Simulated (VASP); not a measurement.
Here is a VASP 6.6.1 calculation.

The input INCAR:

```
SYSTEM = CaSn3Se4
PREC = Accurate ; ENCUT = 520
EDIFF = 1E-7 ; ISMEAR = -1
SIGMA = 0.02 ; LREAL = .FALSE.
LASPH = .TRUE. ; NELM = 100
ALGO = Normal ; ISIF = 2
LWAVE = .FALSE. ; LCHARG = .TRUE.
GGA = PE ; LELF = .TRUE.
LVHAR = .TRUE. ; NBANDS = 48
```

Contents of KPOINTS:

```
regular mesh
0
G
  4 4 4
  0 0 0
```

File POSCAR:

```
CaSn3Se4
1.0
    5.9185038192      0.0000000000      0.0000000000
    0.0000000000      5.9185038192      0.0000000000
    0.0000000000      0.0000000000      5.9185038192
Sn Se Ca
3 4 1
Direct
    0.5000000000      0.0000000000      0.0000000000
    0.0000000000      0.5000000000      0.0000000000
    0.0000000000      0.0000000000      0.5000000000
    0.0000000000      0.5000000000      0.5000000000
    0.5000000000      0.0000000000      0.5000000000
    0.5000000000      0.5000000000      0.0000000000
    0.0000000000      0.0000000000      0.0000000000
    0.5000000000      0.5000000000      0.5000000000
```

Potentials or basis: VASP PAW PBE potentials, release 64 (Sn_d, Se, Ca_sv).

Command:

```console
$ cat potpaw_PBE.64/Sn_d/POTCAR potpaw_PBE.64/Se/POTCAR potpaw_PBE.64/Ca_sv/POTCAR > POTCAR
$ mpirun -np 1 vasp_std > vasp.out
```

Task: What does it give for the pressure?

Result: 3.5 GPa.

Task: Estimate the band gap on the k mesh.

Result: Zero (filled and empty bands touch).

Caveat: spin-orbit coupling is left out, which moves the levels of the heavy elements.
